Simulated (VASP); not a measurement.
A run of VASP 6.6.1:

The input INCAR:

```
SYSTEM = SnAs
ALGO = Normal
EDIFF = 1E-6
ENCUT = 520
ISIF = 2
ISMEAR = -1
LASPH = .TRUE.
LCHARG = .FALSE.
LREAL = .FALSE.
LWAVE = .FALSE.
NBANDS = 16
NELM = 80
PREC = Accurate
SIGMA = 0.08
```

Contents of KPOINTS:

```
k-points
0
G
  12 12 12
  0 0 0
```

POSCAR

```
SnAs
1.0
    0.0000000000      2.8347422732      2.8347422732
    2.8347422732      0.0000000000      2.8347422732
    2.8347422732      2.8347422732      0.0000000000
Sn As
1 1
Direct
    0.0000000000      0.0000000000      0.0000000000
    0.5000000000      0.5000000000      0.5000000000
```

Potentials or basis: VASP PAW LDA potentials, release 64 (Sn_d, As).

Run with:

```bash
$ cat potpaw_LDA.64/Sn_d/POTCAR potpaw_LDA.64/As/POTCAR > POTCAR
$ mpirun -np 1 vasp_std > vasp.out
```

Hardware: 1 thread of Intel(R) Xeon(R) Platinum 8488C (Sapphire Rapids) (shared host).

**Question.** Estimate the wall time of this run.

**Answer.** It took 27 s on 1 thread of Intel(R) Xeon(R) Platinum 8488C (Sapphire Rapids) (shared host), peak memory 0.18 GiB. Counts: scf iterations 12, k points 72.
